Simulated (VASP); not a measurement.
# Li2RhN2 (P1) in VASP: single point with PBE

Aim: the single point of Li2RhN2 with PBE.

All numbers are computed with VASP 6.6.1; they aren't measurements. Logs are shortened: lines on timing, memory, paths and dates and some standing lists are left out, and cuts for length are marked.

## (1) The cell of the first run

The typed cell holds 5 atoms: a = 3.221 Å, b = 3.221 Å, c = 5.076 Å, α = 90.00°, β = 90.00°, γ = 120.00°.

## (2) Single point, PBE (atoms moved at random)

INCAR

```
SYSTEM = Li2RhN2
ALGO = Fast ; EDIFF = 1E-6
ENCUT = 520 ; GGA = PE
ISIF = 2 ; ISMEAR = -1
LASPH = .True. ; LCHARG = .True.
LELF = .True. ; LREAL = .False.
LVHAR = .True. ; LWAVE = .False.
NBANDS = 24 ; NELM = 100
PREC = Accurate ; SIGMA = 0.05
```

KPOINTS

```
k-points
0
Gamma
  10 10 5
  0 0 0
```

POSCAR

```
Li2RhN2
1.0
    3.2214626416      0.0000000000      0.0000000000
   -1.6107313208      2.7898684850      0.0000000000
    0.0000000000      0.0000000000      5.0759660458
Rh N Li
1 2 2
Direct
    0.0128070000      0.0109850000     -0.0116930000
    0.3451150000      0.6882240000      0.2083290000
    0.6982230000      0.3555770000      0.7964200000
    0.3383490000      0.6651990000      0.6450190000
    0.6595890000      0.3430480000      0.3623870000
```

Potentials or basis: VASP PAW PBE potentials, release 64 (Rh_pv, N, Li_sv).

Command:

```console
$ cat potpaw_PBE.64/Rh_pv/POTCAR potpaw_PBE.64/N/POTCAR potpaw_PBE.64/Li_sv/POTCAR > POTCAR
$ mpirun -np 1 vasp_std > vasp.out
```

OUTCAR:

```text
SYSTEM = Li2RhN2
   EDIFF = 1E-6
   ENCUT = 520
   GGA = PE
   ISIF = 2
   ISMEAR = -1
   LASPH = .True.
   LREAL = .False.
   NELM = 100
   PREC = Accurate

 ion  position               nearest neighbor table
   1  0.013  0.011  0.988-   3 2.07   3 2.08   2 2.14   3 2.15   2 2.17   2 2.19   4 2.52   4 2.56
                             4 2.56   5 2.62   5 2.66   5 2.69
   2  0.345  0.688  0.208-   5 1.99   5 2.00   5 2.07   1 2.14   1 2.17   1 2.19
   3  0.698  0.356  0.796-   4 1.94   4 2.02   1 2.07   4 2.07   1 2.08   1 2.15
   4  0.338  0.665  0.645-   3 1.94   3 2.02   3 2.07   5 2.30   5 2.37   5 2.38   1 2.52   1 2.56
                             1 2.56
   5  0.660  0.343  0.362-   2 1.99   2 2.00   2 2.07   4 2.30   4 2.37   4 2.38   1 2.62   1 2.66
                             1 2.69

  LATTYP: Found a hexagonal cell.
 ALAT       =     3.2214626416
 C/A-ratio  =     1.5756712433

  Lattice vectors:

 A1 = (   3.2214626416,   0.0000000000,   0.0000000000)
 A2 = (  -1.6107313208,   2.7898684850,   0.0000000000)
 A3 = (   0.0000000000,   0.0000000000,   5.0759660458)

Analysis of symmetry for initial positions (statically):
=====================================================================
 Subroutine PRICEL returns:
 Original cell was already a primitive cell.

 Routine SETGRP: Setting up the symmetry group for a
 hexagonal supercell.

 Subroutine GETGRP returns: Found  1 space group operations
 (whereof  1 operations were pure point group operations)
 out of a pool of 24 trial point group operations.

The static configuration has the point symmetry C_1 .

Analysis of symmetry for dynamics (positions and initial velocities):
=====================================================================
 Subroutine PRICEL returns:
 Original cell was already a primitive cell.

 Routine SETGRP: Setting up the symmetry group for a
 hexagonal supercell.

 Subroutine GETGRP returns: Found  1 space group operations
 (whereof  1 operations were pure point group operations)
 out of a pool of 24 trial point group operations.

The dynamic configuration has the point symmetry C_1 .

 Subroutine INISYM returns: Found  1 space group operations
 (whereof  1 operations are pure point group operations),
 and found     1 'primitive' translations

[... 87 lines left out ...]
   ions per type =               1   2   2
   NGX,Y,Z   is equivalent  to a cutoff of  12.39, 12.39, 13.10 a.u.
   NGXF,Y,Z  is equivalent  to a cutoff of  24.77, 24.77, 26.20 a.u.
 SYSTEM =  Li2RhN2
   PREC   = accura    normal or accurate (medium, high low for compatibility)
   ISTART =      0    job   : 0-new  1-cont  2-samecut
   ICHARG =      2    charge: 1-file 2-atom 10-const
   ISPIN  =      1    spin polarized calculation?
   LNONCOLLINEAR =      F non collinear calculations
   LSORBIT =      F    spin-orbit coupling
   LASPH  =      T    aspherical Exc in radial PAW
   ENCUT  =  520.0 eV  38.22 Ry    6.18 a.u.   5.99  5.99  9.44*2*pi/ulx,y,z
   NELM   =    100;   NELMIN=  2; NELMDL= -5     # of ELM steps
   EDIFF  = 0.1E-05   stopping-criterion for ELM
   LREAL  =      F    real-space projection
[... 7 lines left out ...]
   TEBEG  =    0.0;   TEEND  =   0.0 temperature during run
   PSTRESS=    0.0 pullay stress
   NELECT =      31.0000    total number of electrons
   NUPDOWN=      -1.0000    fix difference up-down
   EMIN   =  10.00;   EMAX   =-10.00  energy-range for DOS
   EFERMI =   0.00;   METHOD = LEGACY
   ISMEAR =    -1;   SIGMA  =   0.05  broadening in eV -4-tet -1-fermi 0-gaus
   EFERMI_NEDOS =   21; number of points for ismear=-14 and -15
   IALGO  =     68    algorithm
   IMIX   =      4    mixing-type and parameters
     AMIX     =   0.40;   BMIX     =  1.00
     AMIX_MAG =   1.60;   BMIX_MAG =  1.00
  volume/ion in A,a.u.               =       9.12        61.57
  Fermi-wavevector in a.u.,A,eV,Ry     =   1.439274  2.719834 28.184609  2.071510
  Thomas-Fermi vector in A             =   2.558148
   LORBIT       =      0    0 simple, 1 ext, 2 COOP (PROOUT), +10 PAW based schemes
   GGA     = PE    functional components
   LHFCALC =     F    Hartree Fock is set to
   AEXX    =    0.0000 exact exchange contribution
   IVDW    =     0    specifies the selected vdW correction
   LEPSILON=     F    determine dielectric tensor
   LRPA    =     F    only Hartree local field effects (RPA)
 non-spin polarized calculation
 RMM-DIIS sequential band-by-band and
  energy-cutoff  :      520.00
  volume of cell :       45.62
 maximum number of plane-waves:      1245
   NGX = 11   NGY = 11   NGZ = 19

 number of electron      30.9999999 magnetization

 Free energy of the ion-electron system (eV)
  ---------------------------------------------------
  ext. energy  EPLUGINS =         0.00000000
  ---------------------------------------------------
  free energy    TOTEN  =       -28.08853305 eV

  energy without entropy =      -28.06459623  energy(sigma->0) =      -28.07656464

 E-fermi :   6.4016     XC(G=0): -11.5059

 val. band max:        6.4013459454   @ k =   0.0000   0.0000   0.2000
 cond. band min:       6.4025807907   @ k =   0.3000   0.3000   0.2000
 fundamental gap:      0.0012348453
 Fermi energy:         6.4015848011

 k-point     1 :       0.0000    0.0000    0.0000
  band No.  band energies     occupation
      1     -40.4857      2.00000
      2     -40.4800      2.00000
      3     -40.4479      2.00000
      4     -38.5985      2.00000
      5     -38.3740      2.00000
      6      -8.7417      2.00000
[... 637 lines left out ...]
     23      17.7700      0.00000
     24      18.5227      0.00000

 [... further k-points ...]
[... 5 lines left out ...]
  --------------------------------------------------------------------------------------
  -------------------------------------------------------------------------------------
  Total       -0.5041060     -0.4610010     -0.2629783     -0.1598372      0.0441072      0.2901343
  in kB      -17.7042241    -16.1903745     -9.2358080     -5.6134908      1.5490467     10.1895288
  external PRESSURE =     -14.3768022 kB  Pullay stress =       0.0000000 kB

 VOLUME and BASIS-vectors are now :
 -----------------------------------------------------------------------------
  energy-cutoff  :      520.00
  volume of cell :       45.62
      direct lattice vectors                 reciprocal lattice vectors
     3.221462642  0.000000000  0.000000000     0.310418003  0.179219918  0.000000000
    -1.610731321  2.789868485  0.000000000     0.000000000  0.358439835  0.000000000
     0.000000000  0.000000000  5.075966046     0.000000000  0.000000000  0.197006834

 POSITION                                       TOTAL-FORCE (eV/Angst)
 -----------------------------------------------------------------------------------
      0.02356      0.03065      5.01661         0.174997      0.380916      0.928549
      0.00323      1.92005      1.05747         0.030440     -0.279397     -0.005431
      1.67656      0.99201      4.04260        -0.545883     -0.450649     -0.427497
      0.01852      1.85582      3.27409         0.124354      0.270624     -0.052980
      1.57228      0.95706      1.83946         0.216093      0.078506     -0.442641
 -----------------------------------------------------------------------------------
    total drift:                               -0.000487      0.000487     -0.000009

  FREE ENERGIE OF THE ION-ELECTRON SYSTEM (eV)
  ---------------------------------------------------
  free  energy   TOTEN  =       -28.0885330494 eV

  energy  without entropy=      -28.0645962275  energy(sigma->0) =      -28.07656464
```

OSZICAR:

```text
N       E                     dE             d eps       ncg     rms          rms(c)
DAV:   1     0.266928201293E+03    0.26693E+03   -0.16316E+04 12120   0.140E+03
DAV:   2    -0.166388399114E+02   -0.28357E+03   -0.26810E+03 14232   0.402E+02
DAV:   3    -0.338881696165E+02   -0.17249E+02   -0.16977E+02 19944   0.875E+01
[... 13 lines left out ...]
RMM:  17    -0.280885201169E+02   -0.13842E-04   -0.12007E-04 19183   0.461E-02    0.255E-03
RMM:  18    -0.280885269737E+02   -0.68568E-05   -0.61499E-05 19082   0.329E-02    0.208E-03
RMM:  19    -0.280885308450E+02   -0.38713E-05   -0.30425E-05 18242   0.230E-02    0.214E-03
RMM:  20    -0.280885322866E+02   -0.14417E-05   -0.14811E-05 17022   0.166E-02    0.172E-03
RMM:  21    -0.280885330494E+02   -0.76276E-06   -0.77598E-06 16311   0.128E-02
   1 F= -.28088533E+02 E0= -.28076565E+02  d E =-.239368E-01
```

stdout:

```text
POSCAR found type information on POSCAR RhN Li
 POSCAR found :  3 types and       5 ions
 scaLAPACK will be used
 LDA part: xc-table for (Slater+PW92), standard interpolation
 POSCAR, INCAR and KPOINTS ok, starting setup
 FFT: planning ... GRIDC
 FFT: planning ... GRID_SOFT
 FFT: planning ... GRID
 WAVECAR not read
 entering main loop
WARNING in EDDRMM: call to ZHEGV failed, returncode =   6  3      9
WARNING in EDDRMM: call to ZHEGV failed, returncode =   6  3      6
WARNING in EDDRMM: call to ZHEGV failed, returncode =   6  3      6
WARNING in EDDRMM: call to ZHEGV failed, returncode =   6  3      6
```

It took 12 min on 1 thread of Oxide Virtual Turin-like, shared host; peak memory 0.32 GiB.

Results:

- Free energy: -28.0885 eV
- Largest force: 1.019 eV/Å
- Band gap on the k mesh: zero (an odd number of electrons rules out a gap without spin polarisation)

Forces in eV/Å, atoms in the order of the input:
```
Rh   0.175  0.381  0.929
N    0.030 -0.279 -0.005
N   -0.546 -0.451 -0.427
Li   0.124  0.271 -0.053
Li   0.216  0.079 -0.443
```

Levels at points of the mesh, in eV from the Fermi level:
| k point | band 13 | band 14 | band 15 | band 16 | band 17 | band 18 | band 19 | band 20 |
| --- | --- | --- | --- | --- | --- | --- | --- | --- |
| (0.00, 0.00, 0.00) | -0.84 | -0.82 | -0.70 | -0.31 | 2.97 | 3.19 | 4.66 | 7.70 |
| (0.50, 0.00, 0.00) | -2.05 | -1.40 | -1.35 | -0.53 | 2.48 | 3.29 | 6.45 | 8.54 |
| (0.00, 0.50, 0.00) | -2.07 | -1.54 | -1.37 | -0.57 | 2.51 | 3.13 | 6.43 | 8.51 |
| (0.50, 0.50, 0.00) | -2.16 | -1.54 | -1.35 | -0.58 | 2.59 | 3.05 | 6.41 | 8.36 |

Caveat: the cell differs from its parent crystal (atoms moved at random); the cutoff is under 1.25 times the usual one of these potentials, so pressure, stress and relaxed cells hold a basis-set (Pulay) error; forces of over 1 eV/Å act on the atoms, so gaps and moduli don't describe the material at rest.
